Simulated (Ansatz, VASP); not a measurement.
Ba in VASP and in Ansatz

INCAR

```
SYSTEM = Ba
PREC = Accurate ; ENCUT = 520
EDIFF = 1E-7 ; ISMEAR = -1
SIGMA = 0.1 ; LREAL = .False.
LASPH = .True. ; NELM = 80
ALGO = Normal ; ISIF = 2
LWAVE = .False. ; LCHARG = .False.
GGA = PS ; NBANDS = 17
```

The input KPOINTS:

```
Automatic mesh
0
Gamma
  10 10 7
  0 0 0
```

Contents of POSCAR:

```
Ba
1.0
   -3.8272046865      3.8264871291      2.0777285617
    3.8264871291     -3.8272046865      2.0777285617
    3.8300433991      3.8300433991     -2.0790427694
Ba
2
Direct
    0.0000574914      0.9999425086      0.0000000000
    0.7499425086      0.2500574914      0.5000000000
```

Input for Ansatz:

```yaml
crystal:
  lattice:
    - [-3.8272046865, 3.8264871291, 2.0777285617]
    - [3.8264871291, -3.8272046865, 2.0777285617]
    - [3.8300433991, 3.8300433991, -2.0790427694]
  atoms:
    - { symbol: Ba, position: [5.74914e-05, 0.9999425086, 0.0] }
    - { symbol: Ba, position: [0.7499425086, 0.2500574914, 0.5] }
hamiltonian:
  xc: pbesol
  pseudopotentials:
    kind: paw
    azcp:
      Ba: "pseudopotentials/Ba.paw.azcp"
basis:
  ecutwfc: 420
  fft_grid_basis: typed
kpoints:
  mp_grid: { grid: [10, 10, 7], shift: [0, 0, 0] }
magnetization:
  spin_polarized: false
scf:
  occupations: { method: fermi_dirac, width: 0.1 }
  lower_state_search: "off"
output:
  stress: true
```

Alike in both runs: task single point; functional PBEsol; k mesh 10 × 10 × 7; occupations fermi-dirac, width 0.1 eV; no spin polarisation.

|  | VASP | Ansatz |
| --- | --- | --- |
| version | VASP 6.6.1 | Ansatz 0.2.0 |
| potentials or method | VASP PAW PBE potentials, release 64 (Ba_sv), cutoff 520 eV | plane waves (420 eV) with PAW, scalar-relativistic |
| valence electrons in the cell | 20 | 20 |

|  | VASP | Ansatz | Ansatz less VASP |
| --- | --- | --- | --- |
| pressure (GPa) | -0.7 | -0.8 | -0.09 |
| traceless stress, the component that is largest in VASP (GPa) | -0.07 | -0.05 | +0.020 |

VASP's potentials were made for PBE, not for PBEsol, and Ansatz warns of the same on its side. With one functional, cell and mesh, what is left measures potentials, basis and numerics.

Spin-orbit coupling is off throughout.
